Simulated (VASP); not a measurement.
Wanted: the native input for a VASP 6.6.1 run.

| Property | Result |
| --- | --- |
| Task | single point |
| Functional | BLYP |
| Potentials or basis | VASP PAW PBE potentials, release 64 (Te) |
| Cutoff | 520 eV |
| k mesh | 12 × 12 × 12 |
| Occupations | fermi-dirac, width 0.1 eV |
| Spin | no spin polarisation |
| Dipole correction | no |
| Further INCAR settings | ALGO = Normal; EDIFF = 1e-06; NBANDS = 9 |

The structure of Te lies in POSCAR:

```
Te
1.0
    0.0000000000      2.5203803360      2.5203803360
    2.5203803360      0.0000000000      2.5203803360
    2.5203803360      2.5203803360      0.0000000000
Te
1
Direct
    0.0000000000      0.0000000000      0.0000000000
```

One way to write it, as run:

INCAR

```
  AGGAC = 1.0
  AGGAX = 1.0
  ALDAC = 0.0
  ALDAX = 1.0
  ALGO = Normal
  EDIFF = 1E-6
  ENCUT = 520
  GGA = B5
  ISIF = 2
  ISMEAR = -1
  LASPH = True
  LCHARG = False
  LREAL = False
  LWAVE = False
  NBANDS = 9
  NELM = 60
  PREC = Accurate
  SIGMA = 0.1
```

KPOINTS

```
k-points
0
Gamma
  12 12 12
```

Potentials or basis: VASP PAW PBE potentials, release 64 (Te).

The run is started by

```bash
$ cat potpaw_PBE.64/Te/POTCAR > POTCAR
$ mpirun -np 1 vasp_std > vasp.out
```

Results of the run:

```yaml
Pressure: 0.1 GPa
Band_gap_on_the_k_mesh: zero (band 3 reaches 9.03 eV, above the bottom of band 4 at 5.07 eV)
```

Caveat: the PAW data sets were made with another functional, which shifts forces and pressure a little; spin-orbit coupling is left out, which moves the levels of the heavy elements.

Run time: 12 s on 1 thread of Intel(R) Xeon(R) Platinum 8488C (Sapphire Rapids) (shared host), peak memory 0.16 GiB.
